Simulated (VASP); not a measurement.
# GaP (Fm-3m) in VASP: notebook

Runs on GaP. Level: PBE. Tasks: single point.

Program: VASP 6.6.1. These are calculated values, not measurements. Logs are shortened: lines on timing, memory, paths and dates and some standing lists are left out, and cuts for length are marked.

## (1) The cell of the first run

It takes space group Fm-3m (No. 225, cubic). The conventional cell has a = 5.117 Å, b = 5.117 Å, c = 5.117 Å, α = 90.00°, β = 90.00°, γ = 90.00°. Within 3.4 Å of Ga (site symmetry m-3m) lie 6 P at 2.56 Å. P (site symmetry m-3m) has 6 Ga at 2.56 Å within 3.4 Å.

## (2) Single point, PBE

Contents of INCAR:

```
SYSTEM = GaP
ALGO     = Normal         ! electronic algorithm
EDIFF    = 1E-6           ! SCF threshold, eV
ENCUT    = 520            ! plane-wave cutoff, eV
GGA      = PE             ! functional
ISIF     = 2              ! what is computed and relaxed
ISMEAR   = 0              ! smearing method
LASPH    = .TRUE.         ! aspherical terms in the spheres
LCHARG   = .FALSE.        ! write CHGCAR
LREAL    = .FALSE.        ! projectors in reciprocal space
LWAVE    = .FALSE.        ! write WAVECAR
NBANDS   = 16             ! bands
NELM     = 60             ! most SCF steps
PREC     = Accurate       ! precision mode
SIGMA    = 0.2            ! smearing width, eV
```

Contents of KPOINTS:

```
k-points
0
G
  6 6 6
  0 0 0
```

Contents of POSCAR:

```
GaP
1.0
    0.0000000000      2.5585353464      2.5585353464
    2.5585353464      0.0000000000      2.5585353464
    2.5585353464      2.5585353464      0.0000000000
Ga P
1 1
Direct
    0.0000000000      0.0000000000      0.0000000000
    0.5000000000      0.5000000000      0.5000000000
```

Potentials or basis: VASP PAW PBE potentials, release 64 (Ga_d, P).

The run is started by

```
$ cat potpaw_PBE.64/Ga_d/POTCAR potpaw_PBE.64/P/POTCAR > POTCAR
$ mpirun -np 1 vasp_std > vasp.out
```

OUTCAR:

```text
SYSTEM = GaP
   EDIFF = 1E-6
   ENCUT = 520
   GGA = PE
   ISIF = 2
   ISMEAR = 0
   LASPH = .TRUE.
   LREAL = .FALSE.
   NELM = 60
   PREC = Accurate

 ion  position               nearest neighbor table
   1  0.000  0.000  0.000-   2 2.56   2 2.56   2 2.56   2 2.56   2 2.56   2 2.56
   2  0.500  0.500  0.500-   1 2.56   1 2.56   1 2.56   1 2.56   1 2.56   1 2.56

  LATTYP: Found a face centered cubic cell.
 ALAT       =     5.1170706928

  Lattice vectors:

 A1 = (   0.0000000000,   2.5585353464,   2.5585353464)
 A2 = (   2.5585353464,   0.0000000000,   2.5585353464)
 A3 = (   2.5585353464,   2.5585353464,   0.0000000000)

Analysis of symmetry for initial positions (statically):
=====================================================================
 Subroutine PRICEL returns:
 Original cell was already a primitive cell.

 Routine SETGRP: Setting up the symmetry group for a
 face centered cubic supercell.

 Subroutine GETGRP returns: Found 48 space group operations
 (whereof 48 operations were pure point group operations)
 out of a pool of 48 trial point group operations.

The static configuration has the point symmetry O_h .

Analysis of symmetry for dynamics (positions and initial velocities):
=====================================================================
 Subroutine PRICEL returns:
 Original cell was already a primitive cell.

 Routine SETGRP: Setting up the symmetry group for a
 face centered cubic supercell.

 Subroutine GETGRP returns: Found 48 space group operations
 (whereof 48 operations were pure point group operations)
 out of a pool of 48 trial point group operations.

The dynamic configuration has the point symmetry O_h .

 Subroutine INISYM returns: Found 48 space group operations
 (whereof 48 operations are pure point group operations),
 and found     1 'primitive' translations

----------------------------------------------------------------------------------------

                                     Primitive cell

  volume of cell :      33.4969

  direct lattice vectors                    reciprocal lattice vectors
     0.000000000  2.558535346  2.558535346    -0.195424308  0.195424308  0.195424308
     2.558535346  0.000000000  2.558535346     0.195424308 -0.195424308  0.195424308
     2.558535346  2.558535346  0.000000000     0.195424308  0.195424308 -0.195424308

  length of vectors
     3.618315387  3.618315387  3.618315387     0.338484831  0.338484831  0.338484831

  position of ions in fractional coordinates (direct lattice)
     0.000000000  0.000000000  0.000000000
     0.500000000  0.500000000  0.500000000

  ion indices of the primitive-cell ions
   primitive index   ion index
                 1           1
                 2           2

----------------------------------------------------------------------------------------

 KPOINTS: k-points

Automatic generation of k-mesh.
 Grid dimensions read from file:
 generate k-points for:    6    6    6

 Generating k-lattice:

  Cartesian coordinates                     Fractional coordinates (reciprocal lattice)
    -0.032570718  0.032570718  0.032570718     0.166666667  0.000000000  0.000000000
     0.032570718 -0.032570718  0.032570718     0.000000000  0.166666667  0.000000000
     0.032570718  0.032570718 -0.032570718     0.000000000  0.000000000  0.166666667

  Length of vectors
     0.056414138  0.056414138  0.056414138

  Shift w.r.t. Gamma in fractional coordinates (k-lattice)
     0.000000000  0.000000000  0.000000000

 Subroutine IBZKPT returns following result:
 ===========================================

 Found     16 irreducible k-points:

 Following reciprocal coordinates:
            Coordinates               Weight
  0.000000  0.000000  0.000000      1.000000
  0.166667  0.000000  0.000000      8.000000
  0.333333  0.000000  0.000000      8.000000
  0.500000  0.000000  0.000000      4.000000
  0.166667  0.166667  0.000000      6.000000
  0.333333  0.166667  0.000000     24.000000
[... 8 lines left out ...]
 -0.333333  0.333333  0.166667     24.000000
 -0.333333  0.500000  0.166667     12.000000
   k-points           NKPTS =     16   k-points in BZ     NKDIM =     16   number of bands    NBANDS=     16
   number of dos      NEDOS =    301   number of ions     NIONS =      2
   total plane-waves  NPLWV =  21952
   dimension x,y,z NGX =    28 NGY =   28 NGZ =   28
   dimension x,y,z NGXF=    56 NGYF=   56 NGZF=   56
   ions per type =               1   1
   NGX,Y,Z   is equivalent  to a cutoff of  12.86, 12.86, 12.86 a.u.
   NGXF,Y,Z  is equivalent  to a cutoff of  25.73, 25.73, 25.73 a.u.
 SYSTEM =  GaP
   PREC   = accura    normal or accurate (medium, high low for compatibility)
   ISTART =      0    job   : 0-new  1-cont  2-samecut
   ICHARG =      2    charge: 1-file 2-atom 10-const
   ISPIN  =      1    spin polarized calculation?
   LNONCOLLINEAR =      F non collinear calculations
   LSORBIT =      F    spin-orbit coupling
   LASPH  =      T    aspherical Exc in radial PAW
   ENCUT  =  520.0 eV  38.22 Ry    6.18 a.u.   6.73  6.73  6.73*2*pi/ulx,y,z
   NELM   =     60;   NELMIN=  2; NELMDL= -5     # of ELM steps
   EDIFF  = 0.1E-05   stopping-criterion for ELM
   LREAL  =      F    real-space projection
   EDIFFG = 0.1E-04   stopping-criterion for IOM
   NSW    =      0    number of steps for IOM
   IBRION =     -1    ionic relax: 0-MD 1-quasi-New 2-CG
   NFREE  =      0    steps in history (QN), initial steepest desc. (CG)
   ISIF   =      2    stress and relaxation
   ISYM   =      2    0-nonsym 1-usesym 2-fastsym
   POTIM  = 0.5000    time-step for ionic-motion
   TEBEG  =    0.0;   TEEND  =   0.0 temperature during run
   PSTRESS=    0.0 pullay stress
   NELECT =      18.0000    total number of electrons
   NUPDOWN=      -1.0000    fix difference up-down
   EMIN   =  10.00;   EMAX   =-10.00  energy-range for DOS
   EFERMI =   0.00;   METHOD = LEGACY
   ISMEAR =     0;   SIGMA  =   0.20  broadening in eV -4-tet -1-fermi 0-gaus
   EFERMI_NEDOS =   21; number of points for ismear=-14 and -15
   IALGO  =     38    algorithm
   IMIX   =      4    mixing-type and parameters
     AMIX     =   0.40;   BMIX     =  1.00
     AMIX_MAG =   1.60;   BMIX_MAG =  1.00
  volume/ion in A,a.u.               =      16.75       113.02
  Fermi-wavevector in a.u.,A,eV,Ry     =   1.330958  2.515145 24.102018  1.771448
  Thomas-Fermi vector in A             =   2.460005
   LORBIT       =      0    0 simple, 1 ext, 2 COOP (PROOUT), +10 PAW based schemes
   GGA     = PE    functional components
   LHFCALC =     F    Hartree Fock is set to
   AEXX    =    0.0000 exact exchange contribution
   IVDW    =     0    specifies the selected vdW correction
   LEPSILON=     F    determine dielectric tensor
   LRPA    =     F    only Hartree local field effects (RPA)
 non-spin polarized calculation
 Gauss-broadening in eV      SIGMA  =   0.20
  energy-cutoff  :      520.00
  volume of cell :       33.50
 maximum number of plane-waves:       934
   NGX = 13   NGY = 13   NGZ = 13

 number of electron      17.9999996 magnetization

 Free energy of the ion-electron system (eV)
  ---------------------------------------------------
  ext. energy  EPLUGINS =         0.00000000
  ---------------------------------------------------
  free energy    TOTEN  =        -8.34204168 eV

  energy without entropy =       -8.31701527  energy(sigma->0) =       -8.32952847

 E-fermi :   6.7635     XC(G=0): -11.0808

 val. band max:        6.7445462764   @ k =   0.3333   0.0000   0.0000
 cond. band min:       6.8792120447   @ k =   0.5000   0.0000   0.0000
 fundamental gap:      0.1346657683
 Fermi energy:         6.7634876516

 k-point     1 :       0.0000    0.0000    0.0000
  band No.  band energies     occupation
      1      -8.0112      2.00000
      2      -8.0112      2.00000
      3      -7.9860      2.00000
      4      -7.9860      2.00000
      5      -7.9860      2.00000
      6      -6.6943      2.00000
[... 8 lines left out ...]
     15      15.4830      0.00000
     16      15.4830      0.00000

 k-point     2 :       0.1667    0.0000    0.0000
  band No.  band energies     occupation
      1      -8.0199      2.00000
      2      -8.0199      2.00000
      3      -7.9882      2.00000
      4      -7.9746      2.00000
      5      -7.9746      2.00000
      6      -6.2697      2.00000
[... 8 lines left out ...]
     15      14.8218      0.00000
     16      15.3286      0.00000

 k-point     3 :       0.3333    0.0000    0.0000
  band No.  band energies     occupation
      1      -8.0409      2.00000
      2      -8.0409      2.00000
      3      -7.9960      2.00000
      4      -7.9484      2.00000
      5      -7.9484      2.00000
      6      -5.0544      2.00000
[... 8 lines left out ...]
     15      17.1068      0.00000
     16      17.1068      0.00000

 k-point     4 :       0.5000    0.0000    0.0000
  band No.  band energies     occupation
      1      -8.0517      2.00000
      2      -8.0517      2.00000
      3      -8.0008      2.00000
      4      -7.9348      2.00000
      5      -7.9348      2.00000
      6      -3.8382      2.00000
[... 8 lines left out ...]
     15      19.4538      0.00000
     16      19.7116      0.00000

 k-point     5 :       0.1667    0.1667    0.0000
  band No.  band energies     occupation
      1      -8.0500      2.00000
      2      -8.0037      2.00000
      3      -7.9952      2.00000
      4      -7.9694      2.00000
      5      -7.9694      2.00000
      6      -6.1142      2.00000
[... 8 lines left out ...]
     15      17.1818      0.00000
     16      17.2514      0.00000

 k-point     6 :       0.3333    0.1667    0.0000
  band No.  band energies     occupation
      1      -8.0878      2.00000
      2      -8.0127      2.00000
      3      -7.9974      2.00000
      4      -7.9568      2.00000
      5      -7.9452      2.00000
      6      -5.1349      2.00000
[... 8 lines left out ...]
     15      18.2857      0.00000
     16      18.6511      0.00000

 k-point     7 :       0.5000    0.1667    0.0000
  band No.  band energies     occupation
      1      -8.0963      2.00000
      2      -8.0329      2.00000
      3      -7.9913      2.00000
      4      -7.9503      2.00000
      5      -7.9314      2.00000
      6      -3.6887      2.00000
[... 8 lines left out ...]
     15      19.7356      0.00000
     16      20.8066      0.00000

 k-point     8 :      -0.3333    0.1667    0.0000
  band No.  band energies     occupation
      1      -8.0726      2.00000
      2      -8.0421      2.00000
      3      -7.9863      2.00000
      4      -7.9516      2.00000
      5      -7.9439      2.00000
      6      -4.1636      2.00000
[... 8 lines left out ...]
     15      17.2285      0.00000
     16      20.0883      0.00000

 k-point     9 :      -0.1667    0.1667    0.0000
  band No.  band energies     occupation
      1      -8.0357      2.00000
      2      -8.0351      2.00000
      3      -7.9874      2.00000
      4      -7.9659      2.00000
      5      -7.9607      2.00000
      6      -5.5636      2.00000
[... 8 lines left out ...]
     15      17.0641      0.00000
     16      18.3168      0.00000

 k-point    10 :       0.3333    0.3333    0.0000
  band No.  band energies     occupation
      1      -8.1684      2.00000
      2      -8.0139      2.00000
      3      -7.9887      2.00000
      4      -7.9337      2.00000
      5      -7.9337      2.00000
      6      -4.4089      2.00000
[... 8 lines left out ...]
     15      18.4626      0.00000
     16      21.1404      0.00000

 k-point    11 :       0.5000    0.3333    0.0000
  band No.  band energies     occupation
      1      -8.1910      2.00000
      2      -8.0093      2.00000
      3      -7.9971      2.00000
      4      -7.9311      2.00000
      5      -7.9219      2.00000
      6      -3.1683      2.00000
[... 8 lines left out ...]
     15      20.6082      0.00000
     16      21.7438      0.00000

 k-point    12 :      -0.3333    0.3333    0.0000
  band No.  band energies     occupation
      1      -8.1442      2.00000
      2      -8.0209      2.00000
      3      -7.9836      2.00000
      4      -7.9535      2.00000
      5      -7.9302      2.00000
      6      -2.9161      2.00000
[... 8 lines left out ...]
     15      18.1225      0.00000
     16      20.5292      0.00000

 k-point    13 :       0.5000    0.5000    0.0000
  band No.  band energies     occupation
      1      -8.2371      2.00000
      2      -8.0234      2.00000
      3      -7.9813      2.00000
      4      -7.9145      2.00000
      5      -7.9145      2.00000
      6      -2.7026      2.00000
[... 8 lines left out ...]
     15      19.4749      0.00000
     16      21.6835      0.00000

 k-point    14 :       0.5000    0.3333    0.1667
  band No.  band energies     occupation
      1      -8.1298      2.00000
      2      -8.0170      2.00000
      3      -7.9936      2.00000
      4      -7.9486      2.00000
      5      -7.9342      2.00000
      6      -3.9621      2.00000
[... 8 lines left out ...]
     15      19.9186      0.00000
     16      20.2127      0.00000

 k-point    15 :      -0.3333    0.3333    0.1667
  band No.  band energies     occupation
      1      -8.1429      2.00000
      2      -8.0243      2.00000
      3      -7.9760      2.00000
      4      -7.9656      2.00000
      5      -7.9237      2.00000
      6      -2.9018      2.00000
[... 8 lines left out ...]
     15      17.8898      0.00000
     16      21.3473      0.00000

 k-point    16 :      -0.3333    0.5000    0.1667
  band No.  band energies     occupation
      1      -8.1912      2.00000
      2      -8.0049      2.00000
      3      -7.9990      2.00000
      4      -7.9447      2.00000
      5      -7.9145      2.00000
      6      -2.5260      2.00000
[... 8 lines left out ...]
     15      20.3201      0.00000
     16      21.7420      0.00000

------------------------ aborting loop because EDIFF is reached ----------------------------------------

  FORCE on cell =-STRESS in cart. coord.  units (eV):
  Direction    XX          YY          ZZ          XY          YZ          ZX
  --------------------------------------------------------------------------------------
  -------------------------------------------------------------------------------------
  Total        0.4992551      0.4992551      0.4992551     -0.0000000     -0.0000000      0.0000000
  in kB       23.8796998     23.8796998     23.8796998     -0.0000000     -0.0000000      0.0000000
  external PRESSURE =      23.8796998 kB  Pullay stress =       0.0000000 kB

 VOLUME and BASIS-vectors are now :
 -----------------------------------------------------------------------------
  energy-cutoff  :      520.00
  volume of cell :       33.50
      direct lattice vectors                 reciprocal lattice vectors
     0.000000000  2.558535346  2.558535346    -0.195424308  0.195424308  0.195424308
     2.558535346  0.000000000  2.558535346     0.195424308 -0.195424308  0.195424308
     2.558535346  2.558535346  0.000000000     0.195424308  0.195424308 -0.195424308

 POSITION                                       TOTAL-FORCE (eV/Angst)
 -----------------------------------------------------------------------------------
      0.00000      0.00000      0.00000        -0.000000     -0.000000     -0.000000
      2.55854      2.55854      2.55854         0.000000      0.000000      0.000000
 -----------------------------------------------------------------------------------
    total drift:                               -0.000000      0.000000      0.000000

  FREE ENERGIE OF THE ION-ELECTRON SYSTEM (eV)
  ---------------------------------------------------
  free  energy   TOTEN  =        -8.3420416801 eV

  energy  without entropy=       -8.3170152687  energy(sigma->0) =       -8.32952847
```

Run time: 8.6 s. Hardware: 1 thread of AMD EPYC 7R13 (Zen 3), shared host; peak memory 0.12 GiB.

Results:

```yaml
Free_energy: -8.3420 eV
Pressure: 2.4 GPa
Band_gap_on_the_k_mesh: zero (band 9 reaches 7.26 eV, above the bottom of band 10 at 3.96 eV)
```

## (3) Single point, PBE

Contents of INCAR:

```
ALGO = Normal ; EDIFF = 1E-6
ENCUT = 520 ; GGA = PE
ISIF = 2 ; ISMEAR = -1
LASPH = T ; LCHARG = F
LREAL = F ; LWAVE = F
NBANDS = 16 ; NELM = 80
PREC = Accurate ; SIGMA = 0.02
```

Contents of KPOINTS:

```
k-points
0
Gamma
  6 6 6
```

POSCAR is that of step 2.

Potentials or basis: VASP PAW PBE potentials, release 64 (Ga_d, P).

The run is started by

```
$ cat potpaw_PBE.64/Ga_d/POTCAR potpaw_PBE.64/P/POTCAR > POTCAR
$ mpirun -np 1 vasp_std > vasp.out
```

It took 9 s on 1 thread of AMD EPYC 7R13 (Zen 3), shared host; peak memory 0.12 GiB.

The run converged. Its results:

* Free energy: -8.3277 eV
* Pressure: 2.3 GPa
* Band gap on the k mesh: zero (band 9 reaches 7.26 eV, above the bottom of band 10 at 3.96 eV)

Levels at points of the mesh, in eV from the Fermi level:
```csv
k point,band 6,band 7,band 8,band 9,band 10,band 11,band 12,band 13
"(0.00, 0.00, 0.00)",-13.42,-0.03,-0.03,-0.03,1.66,7.05,7.05,7.05
"(0.50, 0.00, 0.00)",-10.56,-7.98,0.15,0.15,2.99,2.99,3.16,5.32
"(0.50, 0.50, 0.00)",-9.43,-6.02,-3.14,-2.76,-2.76,3.31,11.11,11.11
```

(Continued in part 2 of 2.)
